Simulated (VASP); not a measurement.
# AlRu: single point with PBE

AlRu:

```
CELL_PARAMETERS angstrom
2.94673 0.00000 0.00000
0.00000 2.94673 0.00000
0.00000 0.00000 2.99160
ATOMIC_POSITIONS crystal
Al 0.00000 0.00000 0.00000
Ru 0.50000 0.50000 0.50000
```

This cell differs from its parent crystal: strain -0.015 along x and y, +0.000 along z.

```
Program             : VASP 6.6.1
Task                : single point
Functional          : PBE
Potentials or basis : VASP PAW PBE potentials, release 64 (Al, Ru_pv)
Cutoff              : 520 eV
k mesh              : 16 × 16 × 16
Occupations         : gaussian, width 0.15 eV
Spin                : no spin polarisation
```

```
Pressure : 9.6 GPa
```

Stress tensor (GPa, compression positive):
```
10.50  0.00  0.00
 0.00 10.50  0.00
 0.00  0.00  7.69
```

Levels at points of the mesh, in eV from the Fermi level:
```tsv
k point	band 7	band 8	band 9	band 10	band 11	band 12
(0.00, 0.00, 0.00)	0.14	0.14	0.24	5.90	6.37	6.37
(0.50, 0.00, 0.00)	-1.81	-1.63	0.42	2.48	7.40	10.91
(0.50, 0.50, 0.00)	-1.35	-1.34	-1.34	1.66	5.64	6.60
(0.00, 0.00, 0.50)	-1.62	-1.62	0.48	2.21	7.42	11.31
(0.50, 0.00, 0.50)	-1.38	-1.22	-1.17	1.56	5.44	6.50
(0.50, 0.50, 0.50)	1.63	1.75	2.75	4.13	4.23	4.23
```

It took 44 s on 1 thread of Intel(R) Xeon(R) 6975P-C (Granite Rapids), with other jobs on the host, peak memory 0.27 GiB.

Caveat: the cell differs from its parent crystal (strain -0.015 along x and y, +0.000 along z).
